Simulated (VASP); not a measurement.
# H6C2O in VASP: further runs

Runs on H6C2O. Level: PBE+D3(BJ). Tasks: single point, relaxation of the atoms.

All numbers are computed with VASP 6.6.1; they aren't measurements. Logs are shortened: lines on timing, memory, paths and dates and some standing lists are left out, and cuts for length are marked.

### Step 1. The cell of the first run

The cell holds an amorphous packing of atoms, 36 atoms: a = 7.529 Å, b = 7.529 Å, c = 7.529 Å, α = 90.00°, β = 90.00°, γ = 90.00°.

### Step 2. Single point, PBE+D3(BJ)

Contents of INCAR:

```
PREC     = Accurate       # precision mode
ENCUT    = 520            # plane-wave cutoff, eV
EDIFF    = 1E-6           # SCF threshold, eV
ISMEAR   = -1             # smearing method
SIGMA    = 0.05           # smearing width, eV
LREAL    = Auto         
LASPH    = True           # aspherical terms in the spheres
NELM     = 100            # most SCF steps
ALGO     = Normal         # electronic algorithm
ISIF     = 2              # what is computed and relaxed
LWAVE    = False          # write WAVECAR
LCHARG   = False          # write CHGCAR
GGA      = PE             # functional
IVDW     = 12             # dispersion correction
NBANDS   = 64             # bands
```

Contents of KPOINTS:

```
Automatic mesh
0
Gamma
  1 1 1
```

Contents of POSCAR:

```
H6C2O
1.0
    7.5290720000      0.0000000000      0.0000000000
    0.0000000000      7.5290720000      0.0000000000
    0.0000000000      0.0000000000      7.5290720000
C O H
8 4 24
Direct
    0.3474531788      0.1905015651      0.1353021993
    0.2745623896      0.1193241345      0.3060935000
    0.6886107611      0.1474949370      0.6932461265
    0.7026098303      0.2387412419      0.5082034014
    0.1408274486      0.6025576592      0.7632547544
    0.3335338007      0.6224405876      0.7838814664
    0.9026344814      0.5785573574      0.2727162126
    0.7771475688      0.7227185502      0.2134658826
    0.3816937864     -0.0211048586      0.3574544114
    0.5568946611      0.3713339439      0.5101027059
    0.4045651310      0.6820893730      0.6227593520
    0.5980418304      0.6664699182      0.2733271776
    0.3568832919     -0.0918174245      0.4647584722
    0.2716802283      0.2146479672      0.4194939297
    0.1354748633      0.0624911012      0.2727294944
    0.2649596126      0.3073419938      0.0808864625
    0.4761144534      0.2428187697      0.1450245130
    0.3504681586      0.0829451491      0.0387564364
    0.5733110269      0.4433879766      0.3994250553
    0.8267287124      0.3161744236      0.5101027059
    0.6912538491      0.1519974839      0.3882151745
    0.8007892606      0.0490897152      0.7057310649
    0.7167284361      0.2579866416      0.7864979907
    0.5635223039      0.0815771187      0.7119868159
    0.5012968398      0.6009771191      0.5944158855
    0.3777623590      0.7120930707      0.8965381125
    0.4003547848      0.4963559918      0.8298765107
    0.0654662354      0.5737493279      0.8835351820
    0.0774730272      0.7211512920      0.7114688238
    0.0948855317      0.4955059535      0.6729913062
    0.5362546672      0.7722200027      0.3272913315
    0.8167141980      0.8577816761      0.2648135122
    0.7786882633      0.7435046444      0.0686671611
    1.0456401533      0.6082555725      0.2367356827
    0.9027141725      0.5747720303      0.4217119985
    0.8802412834      0.4380221095      0.2302939858
```

Potentials or basis: VASP PAW PBE potentials, release 64 (C, O, H).

Command:

```sh
$ cat potpaw_PBE.64/C/POTCAR potpaw_PBE.64/O/POTCAR potpaw_PBE.64/H/POTCAR > POTCAR
$ mpirun -np 1 vasp_gam > vasp.out
```

OUTCAR:

```text
PREC = Accurate
   ENCUT = 520
   EDIFF = 1E-6
   ISMEAR = -1
   LREAL = Auto
   LASPH = True
   NELM = 100
   ISIF = 2
   GGA = PE
   IVDW = 12
 IVDW          = 12

 ion  position               nearest neighbor table
   1  0.347  0.191  0.135-  17 1.05  18 1.09  16 1.15   2 1.50
   2  0.275  0.119  0.306-  14 1.12  15 1.16   9 1.38   1 1.50
   3  0.689  0.147  0.693-  24 1.07  23 1.11  22 1.13   4 1.56
   4  0.703  0.239  0.508-  20 1.10  21 1.12  10 1.48   3 1.56
   5  0.141  0.603  0.763-  29 1.08  28 1.09  30 1.11   6 1.47
   6  0.334  0.622  0.784-  27 1.13  26 1.13  11 1.40   5 1.47
   7  0.903  0.579  0.273-  36 1.12  35 1.12  34 1.13   8 1.51
   8  0.777  0.723  0.213-  33 1.10  32 1.13  12 1.48   7 1.51
   9  0.382  0.979  0.357-  13 0.99   2 1.38
  10  0.557  0.371  0.510-  19 1.00   4 1.48
  11  0.405  0.682  0.623-  25 0.97   6 1.40
  12  0.598  0.666  0.273-  31 1.01   8 1.48
  13  0.357  0.908  0.465-   9 0.99
  14  0.272  0.215  0.419-   2 1.12
  15  0.135  0.062  0.273-   2 1.16
  16  0.265  0.307  0.081-   1 1.15
  17  0.476  0.243  0.145-   1 1.05
  18  0.350  0.083  0.039-   1 1.09
[... 16 lines left out ...]
  35  0.903  0.575  0.422-   7 1.12
  36  0.880  0.438  0.230-   7 1.12

  LATTYP: Found a simple cubic cell.
 ALAT       =     7.5290720000

  Lattice vectors:

 A1 = (   7.5290720000,   0.0000000000,   0.0000000000)
 A2 = (   0.0000000000,   7.5290720000,   0.0000000000)
 A3 = (   0.0000000000,   0.0000000000,   7.5290720000)

Analysis of symmetry for initial positions (statically):
=====================================================================
 Subroutine PRICEL returns:
 Original cell was already a primitive cell.

 Routine SETGRP: Setting up the symmetry group for a
 simple cubic supercell.

 Subroutine GETGRP returns: Found  1 space group operations
 (whereof  1 operations were pure point group operations)
 out of a pool of 48 trial point group operations.

The static configuration has the point symmetry C_1 .

Analysis of symmetry for dynamics (positions and initial velocities):
=====================================================================
 Subroutine PRICEL returns:
 Original cell was already a primitive cell.

 Routine SETGRP: Setting up the symmetry group for a
 simple cubic supercell.

 Subroutine GETGRP returns: Found  1 space group operations
 (whereof  1 operations were pure point group operations)
 out of a pool of 48 trial point group operations.

The dynamic configuration has the point symmetry C_1 .

 Subroutine INISYM returns: Found  1 space group operations
 (whereof  1 operations are pure point group operations),
 and found     1 'primitive' translations

----------------------------------------------------------------------------------------

                                     Primitive cell

  volume of cell :     426.7999

  direct lattice vectors                    reciprocal lattice vectors
     7.529072000  0.000000000  0.000000000     0.132818493  0.000000000  0.000000000
     0.000000000  7.529072000  0.000000000     0.000000000  0.132818493  0.000000000
     0.000000000  0.000000000  7.529072000     0.000000000  0.000000000  0.132818493

  length of vectors
     7.529072000  7.529072000  7.529072000     0.132818493  0.132818493  0.132818493

  position of ions in fractional coordinates (direct lattice)
     0.347453179  0.190501565  0.135302199
     0.274562390  0.119324134  0.306093500
     0.688610761  0.147494937  0.693246127
     0.702609830  0.238741242  0.508203401
     0.140827449  0.602557659  0.763254754
     0.333533801  0.622440588  0.783881466
[... 28 lines left out ...]
     0.902714172  0.574772030  0.421711999
     0.880241283  0.438022109  0.230293986

  ion indices of the primitive-cell ions
   primitive index   ion index
                 1           1
                 2           2
                 3           3
                 4           4
                 5           5
                 6           6
[... 28 lines left out ...]
                35          35
                36          36

----------------------------------------------------------------------------------------

 KPOINTS: Automatic mesh

Automatic generation of k-mesh.
 Grid dimensions read from file:
 generate k-points for:    1    1    1

 Generating k-lattice:

  Cartesian coordinates                     Fractional coordinates (reciprocal lattice)
     0.132818493  0.000000000  0.000000000     1.000000000  0.000000000  0.000000000
     0.000000000  0.132818493  0.000000000     0.000000000  1.000000000  0.000000000
     0.000000000  0.000000000  0.132818493     0.000000000  0.000000000  1.000000000

  Length of vectors
     0.132818493  0.132818493  0.132818493

  Shift w.r.t. Gamma in fractional coordinates (k-lattice)
     0.000000000  0.000000000  0.000000000

 Subroutine IBZKPT returns following result:
 ===========================================

 Found      1 irreducible k-points:

 Following reciprocal coordinates:
            Coordinates               Weight
  0.000000  0.000000  0.000000      1.000000
   k-points           NKPTS =      1   k-points in BZ     NKDIM =      1   number of bands    NBANDS=     64
   number of dos      NEDOS =    301   number of ions     NIONS =     36
   total plane-waves  NPLWV = 175616
   dimension x,y,z NGX =    56 NGY =   56 NGZ =   56
   dimension x,y,z NGXF=   112 NGYF=  112 NGZF=  112
   ions per type =               8   4  24
   NGX,Y,Z   is equivalent  to a cutoff of  12.37, 12.37, 12.37 a.u.
   NGXF,Y,Z  is equivalent  to a cutoff of  24.73, 24.73, 24.73 a.u.
 SYSTEM =  unknown system
   PREC   = accura    normal or accurate (medium, high low for compatibility)
   ISTART =      0    job   : 0-new  1-cont  2-samecut
   ICHARG =      2    charge: 1-file 2-atom 10-const
   ISPIN  =      1    spin polarized calculation?
   LNONCOLLINEAR =      F non collinear calculations
   LSORBIT =      F    spin-orbit coupling
   LASPH  =      T    aspherical Exc in radial PAW
   ENCUT  =  520.0 eV  38.22 Ry    6.18 a.u.  14.00 14.00 14.00*2*pi/ulx,y,z
   NELM   =    100;   NELMIN=  2; NELMDL= -5     # of ELM steps
   EDIFF  = 0.1E-05   stopping-criterion for ELM
   LREAL  =      T    real-space projection
   EDIFFG = 0.1E-04   stopping-criterion for IOM
   NSW    =      0    number of steps for IOM
   IBRION =     -1    ionic relax: 0-MD 1-quasi-New 2-CG
   NFREE  =      0    steps in history (QN), initial steepest desc. (CG)
   ISIF   =      2    stress and relaxation
   ISYM   =      2    0-nonsym 1-usesym 2-fastsym
   POTIM  = 0.5000    time-step for ionic-motion
   TEBEG  =    0.0;   TEEND  =   0.0 temperature during run
   PSTRESS=    0.0 pullay stress
   NELECT =      80.0000    total number of electrons
   NUPDOWN=      -1.0000    fix difference up-down
   EMIN   =  10.00;   EMAX   =-10.00  energy-range for DOS
   EFERMI =   0.00;   METHOD = LEGACY
   ISMEAR =    -1;   SIGMA  =   0.05  broadening in eV -4-tet -1-fermi 0-gaus
   EFERMI_NEDOS =   21; number of points for ismear=-14 and -15
   IALGO  =     38    algorithm
   IMIX   =      4    mixing-type and parameters
     AMIX     =   0.40;   BMIX     =  1.00
     AMIX_MAG =   1.60;   BMIX_MAG =  1.00
  volume/ion in A,a.u.               =      11.86        80.01
  Fermi-wavevector in a.u.,A,eV,Ry     =   0.936907  1.770498 11.943135  0.877796
  Thomas-Fermi vector in A             =   2.063965
   LORBIT       =      0    0 simple, 1 ext, 2 COOP (PROOUT), +10 PAW based schemes
   GGA     = PE    functional components
   LHFCALC =     F    Hartree Fock is set to
   AEXX    =    0.0000 exact exchange contribution
   IVDW    =    12    specifies the selected vdW correction
   LEPSILON=     F    determine dielectric tensor
   LRPA    =     F    only Hartree local field effects (RPA)
 non-spin polarized calculation
  energy-cutoff  :      520.00
  volume of cell :      426.80
 maximum number of plane-waves:      5730
 NGX is ok and might be reduce to    54
   NGX = 27   NGY = 27   NGZ = 27

 number of electron      80.0000010 magnetization

 Free energy of the ion-electron system (eV)
  ---------------------------------------------------
  ext. energy  EPLUGINS =         0.00000000
  ---------------------------------------------------
  free energy    TOTEN  =      -187.40723485 eV

  energy without entropy =     -187.40723485  energy(sigma->0) =     -187.40723485

 E-fermi :  -1.8696     XC(G=0):  -6.1097

 val. band max:       -3.1534760119   @ k =   0.0000   0.0000   0.0000
 cond. band min:       1.5327483552   @ k =   0.0000   0.0000   0.0000
 fundamental gap:      4.6862243671
 Fermi energy:        -1.8695795149

 k-point     1 :       0.0000    0.0000    0.0000
  band No.  band energies     occupation
      1     -22.8723      2.00000
      2     -22.7272      2.00000
      3     -22.2040      2.00000
      4     -22.0024      2.00000
      5     -15.8453      2.00000
      6     -15.7023      2.00000
[... 44 lines left out ...]
     51       4.6846      0.00000
     52       4.7668      0.00000
 [bands above 52 left out]

------------------------ aborting loop because EDIFF is reached ----------------------------------------

 Edisp (eV)   -1.20054

 E8    (eV) :    -0.2631

  FORCE on cell =-STRESS in cart. coord.  units (eV):
  Direction    XX          YY          ZZ          XY          YZ          ZX
  --------------------------------------------------------------------------------------
  -------------------------------------------------------------------------------------
  Total       0.55296    -6.02957    -2.57113    -0.35006    -0.11651    -1.77799
  in kB       2.07578   -22.63458    -9.65183    -1.31410    -0.43737    -6.67445
  external pressure =      -10.07 kB  Pullay stress =        0.00 kB

 VOLUME and BASIS-vectors are now :
 -----------------------------------------------------------------------------
  energy-cutoff  :      520.00
  volume of cell :      426.80
      direct lattice vectors                 reciprocal lattice vectors
     7.529072000  0.000000000  0.000000000     0.132818493  0.000000000  0.000000000
     0.000000000  7.529072000  0.000000000     0.000000000  0.132818493  0.000000000
     0.000000000  0.000000000  7.529072000     0.000000000  0.000000000  0.132818493

 POSITION                                       TOTAL-FORCE (eV/Angst)
 -----------------------------------------------------------------------------------
      2.61600      1.43430      1.01870        -1.927849      1.197398     -0.896066
      2.06720      0.89840      2.30460        -2.161291     -0.131683      0.463731
      5.18460      1.11050      5.21950         1.962624      0.317598     -1.227381
      5.29000      1.79750      3.82630        -0.898422      0.548123      1.187871
      1.06030      4.53670      5.74660        -2.151935     -0.668273      0.015017
      2.51120      4.68640      5.90190         1.432507     -0.487418      2.016842
[... 28 lines left out ...]
      6.79660      4.32750      3.17510        -0.030273      0.033870     -0.647323
      6.62740      3.29790      1.73390        -0.387933      0.780796     -0.235581
 -----------------------------------------------------------------------------------
    total drift:                               -0.017857      0.001260     -0.017963

  FREE ENERGIE OF THE ION-ELECTRON SYSTEM (eV)
  ---------------------------------------------------
  free  energy   TOTEN  =      -188.6077774089 eV

  energy  without entropy=     -188.6077774089  energy(sigma->0) =     -188.60777741
```

Run time: 79 s. Hardware: 1 thread of Intel Xeon Platinum 8259CL at 2.50GHz (Skylake/Cascade Lake), shared host; peak memory 0.38 GiB.

What came out:

```yaml
Free_energy: -188.6078 eV
Pressure: -1.0 GPa
Largest_force: 2.916 eV/Å
Band_gap_on_the_k_mesh: 4.69 eV
Dispersion_energy_per_atom: -0.033 eV
```

Forces on the atoms (eV/Å):
```
C   -1.928  1.197 -0.896
C   -2.161 -0.132  0.464
C    1.963  0.318 -1.227
C   -0.898  0.548  1.188
C   -2.152 -0.668  0.015
C    1.433 -0.487  2.017
C    1.811 -0.170  0.954
C   -0.726 -0.055  0.123
O    1.975 -2.118  0.349
O    0.842 -0.256 -1.115
O    0.609  0.672 -0.786
O    0.455  1.435  0.117
H   -0.598  0.588 -0.054
H   -0.349  0.127 -0.666
H    0.834  0.818  0.569
H    0.491 -1.244  0.500
H    1.758  0.536  0.383
H   -0.083 -0.143 -0.375
H   -0.229 -0.109  0.549
H    0.152 -0.355 -0.372
H    0.019  0.212  0.643
H   -0.662  0.397  0.034
H   -0.424 -0.511  0.171
H   -0.618 -0.189  0.248
H    0.191 -0.245 -0.322
H   -0.712  0.003 -0.567
H   -0.452  0.235 -0.621
H    0.220  0.001  0.639
H    0.024  0.644 -0.239
H    0.666  0.081 -0.071
H    0.403 -0.760 -0.895
H   -0.315 -0.815  0.236
H   -0.245 -0.327 -0.176
H   -0.876 -0.042  0.068
H   -0.030  0.034 -0.647
H   -0.388  0.781 -0.236
```

Stress tensor (GPa, compression positive):
```
 0.21 -0.13 -0.67
-0.13 -2.26 -0.04
-0.67 -0.04 -0.97
```

Levels at points of the mesh, in eV from the valence-band top:
| k point | band 37 | band 38 | band 39 | band 40 | band 41 | band 42 | band 43 | band 44 |
| --- | --- | --- | --- | --- | --- | --- | --- | --- |
| (0.00, 0.00, 0.00) | -0.57 | -0.31 | -0.20 | 0.00 | 4.69 | 6.06 | 6.26 | 6.42 |

Caveat: the k points lie up to 0.83 Å⁻¹ apart.

### Step 3. Single point, PBE+D3(BJ)

Contents of INCAR:

```
SYSTEM = H6C2O
  ALGO = Normal
  EDIFF = 1E-6
  ENCUT = 520
  GGA = PE
  ISIF = 2
  ISMEAR = -1
  IVDW = 12
  LASPH = .True.
  LCHARG = .True.
  LELF = .True.
  LREAL = Auto
  LVHAR = .True.
  LWAVE = .False.
  NBANDS = 64
  NELM = 100
  PREC = Accurate
  SIGMA = 0.05
```

Contents of KPOINTS:

```
k-points
0
Gamma
  1 1 1
  0 0 0
```

Contents of POSCAR:

```
H6C2O
1.0
    7.5290720000      0.0000000000      0.0000000000
    0.0000000000      7.5290720000      0.0000000000
    0.0000000000      0.0000000000      7.5290720000
C O H
8 4 24
Direct
    0.3280749606      0.1849895977      0.1472027363
    0.2744826985      0.1086588095      0.3256443822
    0.7036059690      0.1545343171      0.7167682817
    0.6994753138      0.2375591574      0.5322568306
    0.1265893061      0.6434126277      0.7749294999
    0.3269991308      0.6019998215      0.7792593828
    0.9125693047      0.5938978934      0.2503097327
    0.7615281140      0.7297313666      0.2038099782
    0.3978312334     -0.0404166676      0.3602701634
    0.5749845399      0.3744817422      0.5094651771
    0.4128662868      0.6910811850      0.6229984253
    0.5981613670      0.6457369514      0.2330167649
    0.3666587330     -0.1108104691      0.4643600167
    0.2810306503      0.2070241857      0.4324570146
    0.1227242879      0.0762643789      0.3210887079
    0.2317284255      0.2877778297      0.1110628242
    0.4589675859      0.2439477269      0.1426337801
    0.3235989774      0.0938495475      0.0302958984
    0.5889968910      0.4092403420      0.3879229738
    0.8377260836      0.2838995297      0.5138349056
    0.6747445103      0.1433244363      0.4233323841
    0.8089310343      0.0571783614      0.7337159214
    0.7316705166      0.2682933567      0.8112155123
    0.5829005221      0.0961340255      0.7698823972
    0.4954661079      0.6086805917      0.5576915721
    0.3792233625      0.6353239815      0.9118919304
    0.3466429860      0.4588347674      0.7379129858
    0.0691453077      0.5617425361      0.8841727108
    0.0936370379      0.7797640931      0.8040964411
    0.0719610597      0.6056656119      0.6458963336
    0.5006725929      0.7330783927      0.2315026341
    0.7839080301      0.8339673203      0.3073552757
    0.7674252551      0.7755271832      0.0638989772
    1.0508732019      0.6546756360      0.2112345320
    0.9087175684      0.5479294128      0.3894371046
    0.8924738666      0.4898877312      0.1539897613
```

Potentials or basis: VASP PAW PBE potentials, release 64 (C, O, H).

Command:

```sh
$ cat potpaw_PBE.64/C/POTCAR potpaw_PBE.64/O/POTCAR potpaw_PBE.64/H/POTCAR > POTCAR
$ mpirun -np 1 vasp_gam > vasp.out
```

Run time: 2 min. Hardware: 1 thread of Intel Xeon Platinum 8259CL at 2.50GHz (Skylake/Cascade Lake), shared host; peak memory 0.38 GiB.

The run converged. Its results:

```yaml
Free_energy: -188.6248 eV
Pressure: -1.5 GPa
Largest_force: 2.735 eV/Å
Band_gap_on_the_k_mesh: 4.71 eV
Dispersion_energy_per_atom: -0.033 eV
```

Forces in eV/Å, atoms in the order of the input:
```
C   -0.696  0.042 -0.729
C   -0.663 -1.185 -0.360
C   -0.262  1.623  0.908
C    1.117 -1.400 -0.117
C    0.725 -1.104  0.577
C   -0.368 -0.732 -2.610
C    0.879  1.594 -1.533
C    1.578  0.013  1.444
O   -0.944  0.769 -0.735
O   -0.437  0.424  1.029
O    0.153  0.222  0.665
O   -1.265 -0.615  0.118
H   -0.176 -0.181  0.584
H    0.454  0.192  0.104
H    1.602 -0.421 -0.009
H   -0.030  0.373  0.047
H    0.513  0.253  0.281
H   -0.085 -0.223  0.733
H   -0.188  0.735 -0.978
H    0.020  0.329 -0.210
H    0.061 -0.517  0.273
H    0.324 -0.156 -0.247
H    0.039 -0.674 -0.385
H   -0.558 -0.260 -0.376
H   -0.715  0.274  1.108
H    0.613  0.062 -0.346
H   -0.156  0.627  1.130
H   -0.154  0.187 -0.468
H    0.044  0.708  0.040
H   -0.178 -0.053 -0.004
H    0.365  0.089  0.161
H   -0.401  0.371 -0.848
H    0.389  0.202  0.361
H   -1.693 -0.630  0.835
H   -0.010  0.155 -0.392
H    0.102 -1.091 -0.052
```

Stress tensor (GPa, compression positive):
```
-1.78  0.95  0.21
 0.95  0.09  0.28
 0.21  0.28 -2.86
```

Levels at points of the mesh, in eV from the valence-band top:
```
           k point  band 36  band 37  band 38  band 39  band 40  band 41  band 42  band 43  band 44  band 45
(0.00, 0.00, 0.00)    -1.38    -0.53    -0.43    -0.15     0.00     4.71     6.02     6.21     6.43     6.56
```

Caveat: the k points lie up to 0.83 Å⁻¹ apart.

(Part 1 of 2 ends here.)
